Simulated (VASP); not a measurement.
Runs of VASP 6.6.1 on Sr3CuH2. The structure is that of space group P6/mmm (No. 191), or close to it. The cells are those of the table. The cell was generated, and may not be a known phase.

| task | cell | k mesh | cutoff (eV) | gap on the mesh (eV) | pressure (GPa) | relaxed volume (Å³/atom) |
| --- | --- | --- | --- | --- | --- | --- |
| relaxation of cell and atoms | relaxed from a = 6.956, b = 6.956, c = 3.567 Å, angles 90.0, 90.0, 120.0°, 6 atoms | 3 × 3 × 6 | 600 | none | 0.0 | 25.53 |
| relaxation of cell and atoms | relaxed from a = 7.013, b = 7.013, c = 3.580 Å, angles 90.0, 90.0, 120.0°, 6 atoms | 6 × 6 × 10 | 600 | none | 0.0 | 25.77 |
| single point | a = 7.050, b = 7.050, c = 3.571 Å, angles 90.0, 90.0, 120.0°, 6 atoms | 6 × 6 × 10 | 520 | none | 0.1 | - |
| single point | a = 6.956, b = 6.956, c = 3.567 Å, angles 90.0, 90.0, 120.0°, 6 atoms | 3 × 3 × 4 | 520 | none | (a) | - |
| single point | a = 7.013, b = 7.013, c = 3.580 Å, angles 90.0, 90.0, 120.0°, 6 atoms | 3 × 3 × 6 | 520 | none | 0.1 | - |
| relaxation of cell and atoms | relaxed from a = 6.294, b = 6.294, c = 4.031 Å, angles 90.0, 90.0, 120.0°, 6 atoms | 3 × 3 × 4 | 600 | none | -0.1 | 25.36 |
| single point | a = 6.294, b = 6.294, c = 4.031 Å, angles 90.0, 90.0, 120.0°, 6 atoms | 3 × 3 × 4 | 520 | none | (b) | - |

Alike in all rows: level PBE; potentials or basis VASP PAW PBE potentials, release 64 (Sr_sv, Cu, H); no spin polarisation; smearing gaussian 0.1 eV.

**Question.** Estimate the missing entries.

**Answer.** (a) 0.2; (b) 4.5.

Caveats: some runs use coarse meshes.

A k mesh can miss the band edges, and the runs leave out spin-orbit coupling on Sr.

A gap of «none» marks levels without a gap at the run's occupations.
